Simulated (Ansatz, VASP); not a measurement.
# KCl in VASP and in Ansatz

```
K Cl
1.0
     0.00000    3.14187    3.14187
     3.14187    0.00000    3.14187
     3.14187    3.14187    0.00000
K Cl
1 1
Direct
  0.00000 0.00000 0.00000
  0.50000 0.50000 0.50000
```

Alike in both runs: task single point; functional LDA; k mesh 6 × 6 × 6; occupations gaussian, width 0.1 eV; no spin polarisation.

|  | VASP | Ansatz |
| --- | --- | --- |
| version | VASP 6.6.1 | Ansatz 0.2.0 |
| potentials or method | VASP PAW LDA potentials, release 64 (K_sv, Cl), cutoff 500 eV | scalar-relativistic, plane waves, PAW |
| valence electrons in the cell | 16 | 16 |

```csv
,VASP,Ansatz,Ansatz less VASP
gap on the k mesh at the Fermi level (eV),4.76,4.76,-0.004
least direct gap on the mesh (eV),4.76,4.76,-0.004
pressure (GPa),-1.9,-1.9,-0.03
```

LDA's correlation is that of Perdew and Zunger in VASP and of Perdew and Wang (1992) in Ansatz.
